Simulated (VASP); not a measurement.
# BiAs (CsCl type) (Pm-3m) in VASP: a series of runs, part 2 of 2

VASP 6.6.1.

### 3 Electric field gradients, PBE (volume scaled by 0.97)

Contents of INCAR:

```
SYSTEM = BiAs
PREC = Accurate ; ENCUT = 520
EDIFF = 1E-8 ; ISMEAR = -1
SIGMA = 0.05 ; LREAL = .False.
LASPH = .True. ; NELM = 100
ALGO = Normal ; ISIF = 2
LWAVE = .False. ; LCHARG = .False.
GGA = PE ; LEFG = .True.
NBANDS = 17
```

Contents of KPOINTS:

```
Automatic mesh
0
Gamma
  13 13 13
  0 0 0
```

Contents of POSCAR:

```
BiAs
1.0
    3.6567327220      0.0000000000      0.0000000000
    0.0000000000      3.6567327220      0.0000000000
    0.0000000000      0.0000000000      3.6567327220
As Bi
1 1
Direct
    0.0000000000      0.0000000000      0.0000000000
    0.5000000000      0.5000000000      0.5000000000
```

Potentials or basis: VASP PAW PBE potentials, release 64 (As, Bi_d).

Command:

```
cat potpaw_PBE.64/As/POTCAR potpaw_PBE.64/Bi_d/POTCAR > POTCAR
mpirun -np 1 vasp_std > vasp.out
```

OUTCAR:

```text
SYSTEM = BiAs
   PREC = Accurate
   ENCUT = 520
   EDIFF = 1E-8
   ISMEAR = -1
   LREAL = .False.
   LASPH = .True.
   NELM = 100
   ISIF = 2
   GGA = PE

 ion  position               nearest neighbor table
   1  0.000  0.000  0.000-   2 3.17   2 3.17   2 3.17   2 3.17   2 3.17   2 3.17   2 3.17   2 3.17

   2  0.500  0.500  0.500-   1 3.17   1 3.17   1 3.17   1 3.17   1 3.17   1 3.17   1 3.17   1 3.17

  LATTYP: Found a simple cubic cell.
 ALAT       =     3.6567327220

  Lattice vectors:

 A1 = (   3.6567327220,   0.0000000000,   0.0000000000)
 A2 = (   0.0000000000,   3.6567327220,   0.0000000000)
 A3 = (   0.0000000000,   0.0000000000,   3.6567327220)

Analysis of symmetry for initial positions (statically):
=====================================================================
 Subroutine PRICEL returns:
 Original cell was already a primitive cell.

 Routine SETGRP: Setting up the symmetry group for a
 simple cubic supercell.

 Subroutine GETGRP returns: Found 48 space group operations
 (whereof 48 operations were pure point group operations)
 out of a pool of 48 trial point group operations.

The static configuration has the point symmetry O_h .

Analysis of symmetry for dynamics (positions and initial velocities):
=====================================================================
 Subroutine PRICEL returns:
 Original cell was already a primitive cell.

 Routine SETGRP: Setting up the symmetry group for a
 simple cubic supercell.

 Subroutine GETGRP returns: Found 48 space group operations
 (whereof 48 operations were pure point group operations)
 out of a pool of 48 trial point group operations.

The dynamic configuration has the point symmetry O_h .

[... 158 lines left out ...]
      4     -15.5361      2.00000
      5     -15.5361      2.00000
      6      -6.6224      2.00000
[... 457 lines left out ...]
      4     -15.5525      2.00000
      5     -15.5309      2.00000
      6      -4.1467      2.00000
[... 9 lines left out ...]
     16      16.3538      0.00000
     17      17.9768      0.00000

 [... further k-points ...]

------------------------ aborting loop because EDIFF is reached ----------------------------------------

  FORCE on cell =-STRESS in cart. coord.  units (eV):
  Direction    XX          YY          ZZ          XY          YZ          ZX
  --------------------------------------------------------------------------------------
  -------------------------------------------------------------------------------------
  Total        0.6581720      0.6581720      0.6581720      0.0000000     -0.0000000      0.0000000
  in kB       21.5660374     21.5660374     21.5660374      0.0000000     -0.0000000      0.0000000
  external PRESSURE =      21.5660374 kB  Pullay stress =       0.0000000 kB

 VOLUME and BASIS-vectors are now :
 -----------------------------------------------------------------------------
  energy-cutoff  :      520.00
  volume of cell :       48.90
      direct lattice vectors                 reciprocal lattice vectors
     3.656732722  0.000000000  0.000000000     0.273468168  0.000000000  0.000000000
     0.000000000  3.656732722  0.000000000     0.000000000  0.273468168  0.000000000
     0.000000000  0.000000000  3.656732722     0.000000000  0.000000000  0.273468168

 POSITION                                       TOTAL-FORCE (eV/Angst)
 -----------------------------------------------------------------------------------
      0.00000      0.00000      0.00000         0.000000      0.000000      0.000000
      1.82837      1.82837      1.82837         0.000000      0.000000      0.000000
 -----------------------------------------------------------------------------------
    total drift:                                0.000000      0.000000      0.000000

  FREE ENERGIE OF THE ION-ELECTRON SYSTEM (eV)
  ---------------------------------------------------
  free  energy   TOTEN  =        -8.0504011140 eV

  energy  without entropy=       -8.0397347100  energy(sigma->0) =       -8.04506791

 Electric field gradients (V/A^2)
---------------------------------------------------------------------
 ion       V_xx      V_yy      V_zz      V_xy      V_xz      V_yz
---------------------------------------------------------------------
   1      -0.000     0.000     0.000     0.000     0.000     0.000
   2       0.000    -0.000     0.000    -0.000    -0.000    -0.000
---------------------------------------------------------------------

 Electric field gradients after diagonalization (V/A^2)
 (convention: |V_zz| > |V_xx| > |V_yy|)
----------------------------------------------------------------------
 ion       V_xx      V_yy      V_zz     asymmetry (V_yy - V_xx)/ V_zz
----------------------------------------------------------------------
   1       0.000    -0.000     0.000      -1.486
   2       0.000    -0.000     0.000      -0.033
----------------------------------------------------------------------

           NMR quadrupolar parameters

 Cq : quadrupolar parameter    Cq=e*Q*V_zz/h
 eta: asymmetry parameters     (V_yy - V_xx)/ V_zz
 Q  : nuclear electric quadrupole moment in mb (millibarn)
----------------------------------------------------------------------
 ion       Cq(MHz)       eta       Q (mb)
----------------------------------------------------------------------
   1       0.000      -1.486       1.000
   2       0.000      -0.033       1.000
----------------------------------------------------------------------
```

OSZICAR:

```text
N       E                     dE             d eps       ncg     rms          rms(c)
DAV:   1     0.143975100547E+03    0.14398E+03   -0.10674E+04  2864   0.132E+03
DAV:   2     0.146563772801E+01   -0.14251E+03   -0.13924E+03  3072   0.329E+02
DAV:   3    -0.796736375768E+01   -0.94330E+01   -0.93185E+01  3629   0.834E+01
DAV:   4    -0.818275451874E+01   -0.21539E+00   -0.21523E+00  3633   0.134E+01
DAV:   5    -0.818952718775E+01   -0.67727E-02   -0.67723E-02  3914   0.220E+00    0.201E+00
DAV:   6    -0.805022515815E+01    0.13930E+00   -0.47739E-01  4265   0.410E+00    0.106E+00
DAV:   7    -0.805110549306E+01   -0.88033E-03   -0.38059E-02  3243   0.996E-01    0.504E-01
DAV:   8    -0.805047103140E+01    0.63446E-03   -0.32520E-03  3363   0.453E-01    0.690E-02
DAV:   9    -0.805039633207E+01    0.74699E-04   -0.70925E-04  3916   0.157E-01    0.414E-02
DAV:  10    -0.805040229265E+01   -0.59606E-05   -0.59476E-05  3281   0.415E-02    0.115E-02
DAV:  11    -0.805040092588E+01    0.13668E-05   -0.11249E-05  4090   0.250E-02    0.355E-03
DAV:  12    -0.805040132885E+01   -0.40297E-06   -0.10709E-06  3199   0.544E-03    0.123E-03
DAV:  13    -0.805040109098E+01    0.23787E-06   -0.30820E-08  3763   0.186E-03    0.145E-04
DAV:  14    -0.805040110222E+01   -0.11236E-07   -0.18483E-09  1740   0.462E-04    0.793E-05
DAV:  15    -0.805040111342E+01   -0.11209E-07   -0.75858E-10  1657   0.318E-04    0.415E-05
DAV:  16    -0.805040111399E+01   -0.56571E-09   -0.14862E-10  1609   0.999E-05
   1 F= -.80504011E+01 E0= -.80450679E+01  d E =-.106664E-01
```

Wall time 52 s (1 thread of Intel Xeon 6975P-C, shared host); peak memory 0.21 GiB.

What came out:

| Item | Value |
| --- | --- |
| Free energy | -8.0504 eV |
| Pressure | 2.2 GPa |
| Band gap on the k mesh | zero (band 10 reaches 8.40 eV, above the bottom of band 11 at 5.43 eV) |

Levels at points of the mesh, in eV from the Fermi level:
```tsv
k point	band 8	band 9	band 10	band 11	band 12	band 13
(0.00, 0.00, 0.00)	-1.95	-1.95	-1.95	3.84	3.84	5.77
```

Caveat: without QUAD_EFG the Cq values of the log hold for a quadrupole moment of 1 mb, not for the nuclei; spin-orbit coupling is left out, which moves the levels of the heavy elements.
